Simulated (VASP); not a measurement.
Al5BP6, 12 atoms in the cell. The typed cell holds 12 atoms: a = 6.204 Å, b = 6.535 Å, c = 6.536 Å, α = 120.01°, β = 89.99°, γ = 90.00°. 

```yaml
Program: VASP 6.6.1
Task: single point
Functional: PBE
Potentials_or_basis: VASP PAW PBE potentials, release 64 (Al, B, P)
Cutoff: 520 eV
k_mesh: 2 × 3 × 3
Occupations: gaussian, width 0.1 eV
Spin: no spin polarisation
Dipole_correction: no
Further_INCAR_settings: ALGO = Normal; EDIFF = 1e-06; NBANDS = 36
```

Potentials or basis: VASP PAW PBE potentials, release 64 (Al, B, P).

The run is started by

```sh
$ cat potpaw_PBE.64/Al/POTCAR potpaw_PBE.64/B/POTCAR potpaw_PBE.64/P/POTCAR > POTCAR
$ mpirun -np 1 vasp_std > vasp.out
```

Hardware: 1 thread of Intel Xeon 6975P-C (shared host).

**Question.** Estimate the wall time of this run.

**Answer.** Run time: 2.1 min on 1 thread of Intel Xeon 6975P-C, on a shared host, peak memory 0.36 GiB. Counts: scf iterations 15, k points 10.
